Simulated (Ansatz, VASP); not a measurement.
**Al: VASP beside Ansatz**

The input INCAR:

```
SYSTEM = Al
ALGO = Normal
EDIFF = 1E-7
EDIFFG = -0.05
ENCUT = 500
GGA = PE
GGA_COMPAT = .FALSE.
IBRION = 2
ISIF = 3
ISMEAR = 0
LASPH = .TRUE.
LCHARG = .FALSE.
LREAL = .FALSE.
LWAVE = .FALSE.
NELM = 120
NELMIN = 4
NSW = 80
PREC = Accurate
SIGMA = 0.1
```

Contents of KPOINTS:

```
k-points
0
G
  12 12 4
  0 0 0
```

The input POSCAR:

```
Al
1.0
    2.6401012134      0.0000000000      0.0000000000
   -1.3200506067      2.2863947194      0.0000000000
    0.0000000000      0.0000000000      8.4991216272
Al
4
Direct
    0.0000000000      0.0000000000      0.0000000000
    0.3333333333      0.6666666667      0.2500000000
    0.0000000000      0.0000000000      0.5000000000
    0.6666666667      0.3333333333      0.7500000000
```

Input for Ansatz:

```yaml
crystal:
  lattice:
    - [2.6401012134, 0.0, 0.0]
    - [-1.3200506067, 2.2863947194, 0.0]
    - [0.0, 0.0, 8.4991216272]
  atoms:
    - { symbol: Al, position: [0.0, 0.0, 0.0] }
    - { symbol: Al, position: [0.3333333333, 0.6666666667, 0.25] }
    - { symbol: Al, position: [0.0, 0.0, 0.5] }
    - { symbol: Al, position: [0.6666666667, 0.3333333333, 0.75] }
basis:
  ecutwfc: 420
kpoints:
  mp_grid: { grid: [12, 12, 4] }
hamiltonian:
  xc: pbe
scf:
  occupations: { method: gaussian, width: 0.1 }
output:
  forces: true
  stress: true
  eigenvalues: true
relax:
  adjacent_minimum: "off"
  f_tol: 0.05
  max_steps: 60
  cell: { stress_tol: 0.5 }
```

Alike in both runs: task relaxation of cell and atoms; functional PBE; k mesh 12 × 12 × 4; occupations gaussian, width 0.1 eV; no spin polarisation.

```csv
,VASP,Ansatz
version,VASP 6.6.1,Ansatz 0.2.0
potentials or method,"VASP PAW PBE potentials, release 64 (Al), cutoff 500 eV","scalar-relativistic, plane waves, PAW"
valence electrons in the cell,12,12
```

```csv
,VASP,Ansatz,Ansatz less VASP
"gap on the k mesh at the Fermi level, each at its own relaxed structure (eV)",none,none,-
relaxed volume (Å³/atom),16.49,16.47,-0.023
relaxed cell length with the largest relative difference (Å),2.864,2.862,-0.0022
```

A gap of «none» marks a metal or a gap that the smearing closes.

Noted on VASP's run: the volume moved by over 15 % at a fixed basis, so the end points are rough.
